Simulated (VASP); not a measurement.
# Rh (P6_3/mmc) in VASP: a series of runs

The runs below take Rh through single point, relaxation of cell and atoms, with PBEsol.

Everything below comes from runs of VASP 6.6.1. Logs are shortened: lines on timing, memory, paths and dates and some standing lists are left out, and cuts for length are marked.

## (1) The cell of the first run

It takes space group P6_3/mmc (No. 194, hexagonal). The conventional cell has a = 2.686 Å, b = 2.686 Å, c = 4.336 Å, α = 90.00°, β = 90.00°, γ = 120.00°. Within 3.5 Å of Rh (site symmetry -6m2) lie 12 Rh at 2.67 to 2.69 Å.

## (2) Single point, PBEsol

INCAR reads:

```
PREC = Accurate
ENCUT = 520
EDIFF = 1E-7
ISMEAR = 0
SIGMA = 0.05
LREAL = F
LASPH = T
NELM = 80
ALGO = Normal
ISIF = 2
LWAVE = F
LCHARG = F
GGA = PS
NBANDS = 22
```

KPOINTS reads:

```
regular mesh
0
Gamma
  19 19 10
```

POSCAR reads:

```
Rh
1.0
    2.6861931207      0.0000000000      0.0000000000
   -1.3430965603      2.3263114820      0.0000000000
    0.0000000000      0.0000000000      4.3362992247
Rh
2
Direct
    0.3333333333      0.6666666667      0.2500000000
    0.6666666667      0.3333333333      0.7500000000
```

Potentials or basis: VASP PAW PBE potentials, release 64 (Rh_pv).

Run with:

```bash
cat potpaw_PBE.64/Rh_pv/POTCAR > POTCAR
mpirun -np 1 vasp_std > vasp.out
```

OUTCAR:

```text
PREC = Accurate
   ENCUT = 520
   EDIFF = 1E-7
   ISMEAR = 0
   LREAL = F
   LASPH = T
   NELM = 80
   ISIF = 2
   GGA = PS

 ion  position               nearest neighbor table
   1  0.333  0.667  0.250-   2 2.67   2 2.67   2 2.67   2 2.67   2 2.67   2 2.67
   2  0.667  0.333  0.750-   1 2.67   1 2.67   1 2.67   1 2.67   1 2.67   1 2.67

  LATTYP: Found a hexagonal cell.
 ALAT       =     2.6861931207
 C/A-ratio  =     1.6142916871

  Lattice vectors:

 A1 = (   2.6861931207,   0.0000000000,   0.0000000000)
 A2 = (  -1.3430965603,   2.3263114820,   0.0000000000)
 A3 = (   0.0000000000,   0.0000000000,   4.3362992247)

Analysis of symmetry for initial positions (statically):
=====================================================================
 Subroutine PRICEL returns:
 Original cell was already a primitive cell.

 Routine SETGRP: Setting up the symmetry group for a
 hexagonal supercell.

 Subroutine GETGRP returns: Found 24 space group operations
 (whereof 12 operations were pure point group operations)
 out of a pool of 24 trial point group operations.

The static configuration has the point symmetry D_3d.
 The point group associated with its full space group is D_6h.

Analysis of symmetry for dynamics (positions and initial velocities):
=====================================================================
 Subroutine PRICEL returns:
 Original cell was already a primitive cell.

 Routine SETGRP: Setting up the symmetry group for a
 hexagonal supercell.

 Subroutine GETGRP returns: Found 24 space group operations
 (whereof 12 operations were pure point group operations)
 out of a pool of 24 trial point group operations.

The dynamic configuration has the point symmetry D_3d.
 The point group associated with its full space group is D_6h.

 Subroutine INISYM returns: Found 24 space group operations
 (whereof 12 operations are pure point group operations),
 and found     1 'primitive' translations

----------------------------------------------------------------------------------------

                                     Primitive cell

  volume of cell :      27.0972

  direct lattice vectors                    reciprocal lattice vectors
     2.686193121  0.000000000  0.000000000     0.372274053  0.214932525  0.000000000
    -1.343096560  2.326311482  0.000000000     0.000000000  0.429865049  0.000000000
     0.000000000  0.000000000  4.336299225     0.000000000  0.000000000  0.230611392

  length of vectors
     2.686193121  2.686193121  4.336299225     0.429865049  0.429865049  0.230611392

  position of ions in fractional coordinates (direct lattice)
     0.333333333  0.666666667  0.250000000
     0.666666667  0.333333333  0.750000000

  ion indices of the primitive-cell ions
   primitive index   ion index
                 1           1
                 2           2

----------------------------------------------------------------------------------------

 KPOINTS: regular mesh

Automatic generation of k-mesh.
 Grid dimensions read from file:
 generate k-points for:   19   19   10

 Generating k-lattice:

  Cartesian coordinates                     Fractional coordinates (reciprocal lattice)
     0.019593371  0.011312238  0.000000000     0.052631579  0.000000000  0.000000000
     0.000000000  0.022624476  0.000000000     0.000000000  0.052631579  0.000000000
     0.000000000  0.000000000  0.023061139     0.000000000  0.000000000  0.100000000

  Length of vectors
     0.022624476  0.022624476  0.023061139

  Shift w.r.t. Gamma in fractional coordinates (k-lattice)
     0.000000000  0.000000000  0.000000000

 Subroutine IBZKPT returns following result:
 ===========================================

 Found    240 irreducible k-points:

 Following reciprocal coordinates:
            Coordinates               Weight
  0.000000  0.000000  0.000000      1.000000
  0.052632 -0.000000  0.000000      6.000000
  0.105263 -0.000000  0.000000      6.000000
  0.157895 -0.000000  0.000000      6.000000
  0.210526 -0.000000  0.000000      6.000000
  0.263158 -0.000000  0.000000      6.000000
[... 16 lines left out ...]
  0.263158  0.105263  0.000000     12.000000
  0.315789  0.105263  0.000000     12.000000
 [... further k-points ...]
   k-points           NKPTS =    240   k-points in BZ     NKDIM =    240   number of bands    NBANDS=     22
   number of dos      NEDOS =    301   number of ions     NIONS =      2
   total plane-waves  NPLWV =  12800
   dimension x,y,z NGX =    20 NGY =   20 NGZ =   32
   dimension x,y,z NGXF=    40 NGYF=   40 NGZF=   64
   ions per type =               2
   NGX,Y,Z   is equivalent  to a cutoff of  12.38, 12.38, 12.27 a.u.
   NGXF,Y,Z  is equivalent  to a cutoff of  24.76, 24.76, 24.54 a.u.
 SYSTEM =  unknown system
   PREC   = accura    normal or accurate (medium, high low for compatibility)
   ISTART =      0    job   : 0-new  1-cont  2-samecut
   ICHARG =      2    charge: 1-file 2-atom 10-const
   ISPIN  =      1    spin polarized calculation?
   LNONCOLLINEAR =      F non collinear calculations
   LSORBIT =      F    spin-orbit coupling
   LASPH  =      T    aspherical Exc in radial PAW
   ENCUT  =  520.0 eV  38.22 Ry    6.18 a.u.   4.99  4.99  8.06*2*pi/ulx,y,z
   NELM   =     80;   NELMIN=  2; NELMDL= -5     # of ELM steps
   EDIFF  = 0.1E-06   stopping-criterion for ELM
   LREAL  =      F    real-space projection
   EDIFFG = 0.1E-05   stopping-criterion for IOM
   NSW    =      0    number of steps for IOM
   IBRION =     -1    ionic relax: 0-MD 1-quasi-New 2-CG
   NFREE  =      0    steps in history (QN), initial steepest desc. (CG)
   ISIF   =      2    stress and relaxation
   ISYM   =      2    0-nonsym 1-usesym 2-fastsym
   POTIM  = 0.5000    time-step for ionic-motion
   TEBEG  =    0.0;   TEEND  =   0.0 temperature during run
   PSTRESS=    0.0 pullay stress
   NELECT =      30.0000    total number of electrons
   NUPDOWN=      -1.0000    fix difference up-down
   EMIN   =  10.00;   EMAX   =-10.00  energy-range for DOS
   EFERMI =   0.00;   METHOD = LEGACY
   ISMEAR =     0;   SIGMA  =   0.05  broadening in eV -4-tet -1-fermi 0-gaus
   EFERMI_NEDOS =   21; number of points for ismear=-14 and -15
   IALGO  =     38    algorithm
   IMIX   =      4    mixing-type and parameters
     AMIX     =   0.40;   BMIX     =  1.00
     AMIX_MAG =   1.60;   BMIX_MAG =  1.00
  volume/ion in A,a.u.               =      13.55        91.43
  Fermi-wavevector in a.u.,A,eV,Ry     =   1.693586  3.200413 39.024665  2.868232
  Thomas-Fermi vector in A             =   2.774965
   LORBIT       =      0    0 simple, 1 ext, 2 COOP (PROOUT), +10 PAW based schemes
   GGA     = PS    functional components
   LHFCALC =     F    Hartree Fock is set to
   AEXX    =    0.0000 exact exchange contribution
   IVDW    =     0    specifies the selected vdW correction
   LEPSILON=     F    determine dielectric tensor
   LRPA    =     F    only Hartree local field effects (RPA)
 non-spin polarized calculation
 Gauss-broadening in eV      SIGMA  =   0.05
  energy-cutoff  :      520.00
  volume of cell :       27.10
 maximum number of plane-waves:       756
 NGX is ok and might be reduce to    20
   NGX =  9   NGY =  9   NGZ = 17

 number of electron      30.0000004 magnetization

 Free energy of the ion-electron system (eV)
  ---------------------------------------------------
  ext. energy  EPLUGINS =         0.00000000
  ---------------------------------------------------
  free energy    TOTEN  =       -16.19676570 eV

  energy without entropy =      -16.19318484  energy(sigma->0) =      -16.19497527

 E-fermi :  12.1438     XC(G=0): -14.3109

 val. band max:       12.1434155132   @ k =   0.0000   0.0000   0.3000
 cond. band min:      12.1459990734   @ k =   0.3684   0.0526   0.3000
 fundamental gap:      0.0025835602
 Fermi energy:        12.1438393878

 k-point     1 :       0.0000    0.0000    0.0000
  band No.  band energies     occupation
      1     -35.1203      2.00000
      2     -34.4207      2.00000
      3     -34.4207      2.00000
      4     -34.3232      2.00000
      5     -34.3066      2.00000
      6     -34.3066      2.00000
[... 14 lines left out ...]
     21      30.2232      0.00000
     22      30.8580      0.00000

 k-point     2 :       0.0526   -0.0000    0.0000
  band No.  band energies     occupation
      1     -35.1134      2.00000
      2     -34.4362      2.00000
      3     -34.4258      2.00000
      4     -34.3261      2.00000
      5     -34.3227      2.00000
      6     -34.3090      2.00000
[... 14 lines left out ...]
     21      30.3392      0.00000
     22      30.9613      0.00000

 k-point     3 :       0.1053   -0.0000    0.0000
  band No.  band energies     occupation
      1     -35.0933      2.00000
      2     -34.4811      2.00000
      3     -34.4403      2.00000
      4     -34.3692      2.00000
      5     -34.3347      2.00000
      6     -34.3161      2.00000
[... 14 lines left out ...]
     21      30.6507      0.00000
     22      31.0654      0.00000

 k-point     4 :       0.1579   -0.0000    0.0000
  band No.  band energies     occupation
      1     -35.0609      2.00000
      2     -34.5505      2.00000
      3     -34.4623      2.00000
      4     -34.4400      2.00000
      5     -34.3491      2.00000
      6     -34.3275      2.00000
[... 14 lines left out ...]
     21      30.8460      0.00000
     22      30.9398      0.00000

 k-point     5 :       0.2105   -0.0000    0.0000
  band No.  band energies     occupation
      1     -35.0183      2.00000
      2     -34.6371      2.00000
      3     -34.5266      2.00000
      4     -34.4890      2.00000
      5     -34.3694      2.00000
      6     -34.3422      2.00000
[... 14 lines left out ...]
     21      30.1897      0.00000
     22      30.2444      0.00000

 k-point     6 :       0.2632   -0.0000    0.0000
  band No.  band energies     occupation
      1     -34.9680      2.00000
      2     -34.7313      2.00000
      3     -34.6191      2.00000
      4     -34.5175      2.00000
      5     -34.3954      2.00000
      6     -34.3587      2.00000
[... 14 lines left out ...]
     21      28.8318      0.00000
     22      29.2043      0.00000

 k-point     7 :       0.3158    0.0000    0.0000
  band No.  band energies     occupation
      1     -34.9133      2.00000
      2     -34.8230      2.00000
      3     -34.7073      2.00000
      4     -34.5446      2.00000
      5     -34.4264      2.00000
      6     -34.3751      2.00000
[... 324 lines left out ...]
      6     -34.3447      2.00000
[... 14 lines left out ...]
     21      29.3382      0.00000
     22      31.1985      0.00000

 k-point    21 :       0.1579    0.1053    0.0000
  band No.  band energies     occupation
      1     -35.0007      2.00000
      2     -34.6465      2.00000
      3     -34.5924      2.00000
      4     -34.4740      2.00000
      5     -34.3782      2.00000
      6     -34.3665      2.00000
[... 14 lines left out ...]
     21      28.1021      0.00000
     22      30.1618      0.00000

 k-point    22 :       0.2105    0.1053    0.0000
  band No.  band energies     occupation
      1     -34.9515      2.00000
      2     -34.7310      2.00000
      3     -34.6637      2.00000
      4     -34.5153      2.00000
      5     -34.4044      2.00000
      6     -34.3885      2.00000
[... 14 lines left out ...]
     21      27.1005      0.00000
     22      29.2244      0.00000

 k-point    23 :       0.2632    0.1053    0.0000
  band No.  band energies     occupation
      1     -34.8979      2.00000
      2     -34.8160      2.00000
      3     -34.7296      2.00000
      4     -34.5552      2.00000
      5     -34.4355      2.00000
      6     -34.4090      2.00000
[... 14 lines left out ...]
     21      26.0777      0.00000
     22      28.4101      0.00000

 k-point    24 :       0.3158    0.1053    0.0000
  band No.  band energies     occupation
      1     -34.8900      2.00000
      2     -34.8440      2.00000
      3     -34.7857      2.00000
      4     -34.5891      2.00000
      5     -34.4700      2.00000
      6     -34.4266      2.00000
[... 14 lines left out ...]
     21      25.1315      0.00000
     22      27.7145      0.00000

 [... further k-points ...]

------------------------ aborting loop because EDIFF is reached ----------------------------------------

  FORCE on cell =-STRESS in cart. coord.  units (eV):
  Direction    XX          YY          ZZ          XY          YZ          ZX
  --------------------------------------------------------------------------------------
  -------------------------------------------------------------------------------------
  Total       -0.0074590     -0.0074590     -0.0050314     -0.0000000     -0.0000000      0.0000000
  in kB       -0.4410275     -0.4410275     -0.2974896     -0.0000000     -0.0000000      0.0000000
  external PRESSURE =      -0.3931815 kB  Pullay stress =       0.0000000 kB

 VOLUME and BASIS-vectors are now :
 -----------------------------------------------------------------------------
  energy-cutoff  :      520.00
  volume of cell :       27.10
      direct lattice vectors                 reciprocal lattice vectors
     2.686193121  0.000000000  0.000000000     0.372274053  0.214932525  0.000000000
    -1.343096560  2.326311482  0.000000000     0.000000000  0.429865049  0.000000000
     0.000000000  0.000000000  4.336299225     0.000000000  0.000000000  0.230611392

 POSITION                                       TOTAL-FORCE (eV/Angst)
 -----------------------------------------------------------------------------------
     -0.00000      1.55087      1.08407         0.000000     -0.000000      0.000000
      1.34310      0.77544      3.25222        -0.000000      0.000000      0.000000
 -----------------------------------------------------------------------------------
    total drift:                                0.000000     -0.000000      0.000000

  FREE ENERGIE OF THE ION-ELECTRON SYSTEM (eV)
  ---------------------------------------------------
  free  energy   TOTEN  =       -16.1967656972 eV

  energy  without entropy=      -16.1931848423  energy(sigma->0) =      -16.19497527
```

Run time: 53 s. Hardware: 1 thread of Intel Xeon Platinum 8559C (Emerald Rapids), shared host; peak memory 0.22 GiB.

Results:

```
Free energy            : -16.1968 eV
Pressure               : 0.0 GPa
Band gap on the k mesh : zero (band 15 reaches 12.79 eV, above the bottom of band 16 at 10.33 eV)
```

Levels at points of the mesh, in eV from the Fermi level:
| k point | band 13 | band 14 | band 15 | band 16 | band 17 | band 18 |
| --- | --- | --- | --- | --- | --- | --- |
| (0.00, 0.00, 0.00) | -2.60 | -2.00 | -2.00 | 0.12 | 0.12 | 0.62 |
| (0.00, 0.00, 0.50) | -3.26 | -3.26 | -0.46 | -0.46 | -0.46 | -0.46 |

Caveat: the PAW data sets were made with another functional, which shifts forces and pressure a little.

## (3) Relaxation of cell and atoms, PBEsol

This run uses another cell than the first one, of 13.61 Å³/atom, 1.005 times its volume.

INCAR reads:

```
SYSTEM = Rh
PREC = Accurate
ENCUT = 600
EDIFF = 1E-7
ISMEAR = 0
SIGMA = 0.05
LREAL = .False.
LASPH = .True.
NELM = 80
ALGO = Normal
ISIF = 3
LWAVE = .False.
LCHARG = .False.
GGA = PS
IBRION = 2
NSW = 60
EDIFFG = -0.03
```

KPOINTS reads:

```
regular mesh
0
Gamma
  19 19 10
  0 0 0
```

POSCAR reads:

```
Rh
1.0
    2.6800000000      0.0000000000      0.0000000000
   -1.3400000000      2.3209480821      0.0000000000
    0.0000000000      0.0000000000      4.3764400000
Rh
2
Direct
    0.3333333333      0.6666666667      0.2500000000
    0.6666666667      0.3333333333      0.7500000000
```

Potentials or basis: VASP PAW PBE potentials, release 64 (Rh_pv).

Run with:

```bash
cat potpaw_PBE.64/Rh_pv/POTCAR > POTCAR
mpirun -np 1 vasp_std > vasp.out
```

Run time: 3 min. Hardware: 1 thread of Intel Xeon Platinum 8559C (Emerald Rapids), shared host; peak memory 0.26 GiB.

Results (log left out):

| Quantity | Value |
| --- | --- |
| Free energy | -16.1976 eV |
| Relaxed volume | 13.54 Å³/atom |
| Relaxed cell | a = 2.686 Å, b = 2.686 Å, c = 4.336 Å, α = 90.00°, β = 90.00°, γ = 120.00° |
| Space group after relaxing (to 0.05 Å) | P6_3/mmc (No. 194) |
| Energy gained by relaxing | 1.4 meV/atom |
| Ionic steps | 5 |
| Pressure after relaxing | -0.1 GPa |
| Band gap on the k mesh | zero (band 15 reaches 12.79 eV, above the bottom of band 16 at 10.34 eV) |

Step by step:
```
step  energy change (eV)  largest force (eV/Å)  pressure (GPa)  volume (Å³)
   1              0.0000                0.0000           -1.52        27.22
   2              0.0021                0.0000            4.19        26.71
   3             -0.0020                0.0000            0.76        27.01
   4             -0.0026                0.0000           -0.41        27.12
   5             -0.0027                0.0000           -0.05        27.09
```

Final structure:
```
Rh
1.0
     2.68563    0.00000    0.00000
    -1.34282    2.32583    0.00000
     0.00000    0.00000    4.33617
Rh
2
Cartesian
  0.0000 1.5506 1.0840
  1.3428 0.7753 3.2521
```

Levels at points of the mesh, in eV from the Fermi level:
| k point | band 13 | band 14 | band 15 | band 16 | band 17 | band 18 |
| --- | --- | --- | --- | --- | --- | --- |
| (0.00, 0.00, 0.00) | -2.60 | -2.00 | -2.00 | 0.12 | 0.12 | 0.62 |
| (0.00, 0.00, 0.50) | -3.26 | -3.26 | -0.46 | -0.46 | -0.46 | -0.46 |

Caveat: the PAW data sets were made with another functional, which shifts forces and pressure a little.
